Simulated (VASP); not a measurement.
Here is a VASP 6.6.1 calculation.

The input INCAR:

```
SYSTEM = Hf2TeW2S
ALGO = Normal
EDIFF = 1E-6
ENCUT = 520
GGA = PE
ISIF = 2
ISMEAR = 0
LASPH = .TRUE.
LCHARG = .TRUE.
LELF = .TRUE.
LREAL = .FALSE.
LVHAR = .TRUE.
LWAVE = .FALSE.
NBANDS = 39
NELM = 100
PREC = Accurate
SIGMA = 0.1
```

KPOINTS

```
k-points
0
G
  6 6 2
  0 0 0
```

The input POSCAR:

```
Hf2TeW2S
1.0
    4.1112852100      0.0000000000      0.0000000000
   -2.0556426100      3.5604774400      0.0000000000
    0.0000000000      0.0000000000      9.0627062100
Hf Te W S
2 1 2 1
Direct
    0.3333333300      0.6666666700      0.8018371100
    0.6666666700      0.3333333300      0.1981628900
    0.0000000000      0.0000000000      0.0000000000
    0.3333333300      0.6666666700      0.2137937400
    0.6666666700      0.3333333300      0.7862062600
    0.0000000000      0.0000000000      0.5000000000
```

Potentials or basis: VASP PAW PBE potentials, release 64 (Hf_pv, Te, W_sv, S).

The run is started by

```bash
$ cat potpaw_PBE.64/Hf_pv/POTCAR potpaw_PBE.64/Te/POTCAR potpaw_PBE.64/W_sv/POTCAR potpaw_PBE.64/S/POTCAR > POTCAR
$ mpirun -np 1 vasp_std > vasp.out
```

Problem. What does it give for the band gap on the k mesh?

Solution. Zero (bands 30 and 31 overlap by 0.63 eV).

Problem. Estimate the largest force.

Solution. 1.483 eV/Å.

Stress tensor (GPa, compression positive):
```
 31.41   0.00   0.00
  0.00  31.41   0.00
  0.00   0.00 -12.54
```

Caveat: the stress differs along the axes, from -13 to 31 GPa; spin-orbit coupling is left out, which moves the levels of the heavy elements; forces of over 1 eV/Å act on the atoms, so gaps and moduli don't describe the material at rest.
